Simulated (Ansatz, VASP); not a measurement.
# Si2W: VASP beside Ansatz

```
CELL_PARAMETERS angstrom
-1.50815 1.50815 4.14816
1.50815 -1.50815 4.14816
1.50815 1.50815 -4.14816
ATOMIC_POSITIONS crystal
Si 0.33457 0.33457 0.00000
Si 0.66543 0.66543 0.00000
W 0.00000 0.00000 0.00000
```

Alike in both runs: task single point; functional PBE; k mesh 18 × 18 × 18; occupations gaussian, width 0.15 eV; no spin polarisation.

```csv
,VASP,Ansatz
version,VASP 6.6.1,Ansatz 0.2.0
potentials or method,"VASP PAW PBE potentials, release 64 (Si, W_sv), cutoff 520 eV","scalar-relativistic, plane waves, PAW"
valence electrons in the cell,22,22
```

|  | VASP | Ansatz | Ansatz less VASP |
| --- | --- | --- | --- |
| gap on the k mesh at the Fermi level (eV) | none | none | - |
| pressure (GPa) | 22.7 | 22.6 | -0.11 |
| traceless stress, the component that is largest in VASP (GPa) | -30.06 | -29.97 | +0.086 |
| rms of the force components (eV/Å) | 0.134 | 0.130 | -0.0039 |

Atom by atom the forces differ by 0.004 eV/Å (rms over components). A gap of «none» marks a metal or a gap that the smearing closes.

Neither program's run includes spin-orbit coupling.
